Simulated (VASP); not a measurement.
Ag6HAu6 (a cell with a defect): single point with LDA

System: Ag6HAu6 (a cell with a defect).

```xyz
13
Lattice="5.8703 0.0000 0.0000 -4.4028 7.6258 0.0000 0.0000 0.0000 4.6969" Properties=species:S:1:pos:R:3 pbc="T T T"
Ag    0.5764   -0.0367    2.3796
Ag   -1.3593    2.9698    2.1945
Ag   -2.9962    5.1765    2.0669
Ag    2.9906    0.0039    2.4234
Ag    1.6300    2.4384    2.1306
Ag    0.1467    5.1694    2.5212
Au    1.4609    0.6979    0.1388
Au   -0.1335    3.2956   -0.3205
Au   -1.4988    5.6762   -0.1851
Au    4.4830    1.0153    0.0296
Au    2.8739    2.9860   -0.3078
Au    1.0954    6.3440    0.1449
H    -3.0381    6.5591    4.1867
```

```
Program                : VASP 6.6.1
Task                   : single point
Functional             : LDA
Potentials or basis    : VASP PAW LDA potentials, release 64 (Ag, Au, H)
Cutoff                 : 520 eV
k mesh                 : 3 × 2 × 3
Occupations            : fermi-dirac, width 0.05 eV
Spin                   : no spin polarisation
Dipole correction      : no
Further INCAR settings : ALGO = Normal; EDIFF = 1e-07; NBANDS = 78
```

| Item | Value |
| --- | --- |
| Pressure | 5.8 GPa |
| Largest force | 3.970 eV/Å |
| Band gap on the k mesh | zero (an odd number of electrons rules out a gap without spin polarisation) |

Forces in eV/Å, atoms in the order of the input:
```
Ag  -3.729  0.133  1.356
Ag  -0.704 -0.804 -1.615
Ag   0.216 -1.192  0.084
Ag   2.944 -0.024 -0.084
Ag  -0.388  1.150  0.022
Ag   0.517  0.447 -1.302
Au   1.028  0.783 -1.503
Au   1.744  0.492  1.630
Au  -0.544 -0.096  0.554
Au  -0.531 -0.099  0.257
Au  -0.739  1.597  0.560
Au   0.135 -2.108  0.018
H    0.051 -0.279  0.022
```

Stress tensor (GPa, compression positive):
```
 6.32  0.08 -0.30
 0.08  7.82 -0.31
-0.30 -0.31  3.34
```

Levels at points of the mesh, in eV from the Fermi level:
```
           k point  band 64  band 65  band 66  band 67  band 68  band 69
(0.00, 0.00, 0.00)    -0.87    -0.69    -0.46     0.13     0.90     2.73
(0.00, 0.50, 0.00)    -0.70    -0.32    -0.07     0.73     1.13     1.34
```

Wall time 2.5 min on 1 thread of AMD EPYC 7R13 Processor (Zen 3), with other jobs on the host, peak memory 0.31 GiB.

Caveat: the k points lie up to 0.45 Å⁻¹ apart, too coarse for converged energies and pressures of a metal; the atoms stand as in a frame of molecular dynamics; spin-orbit coupling is left out, which moves the levels of the heavy elements.
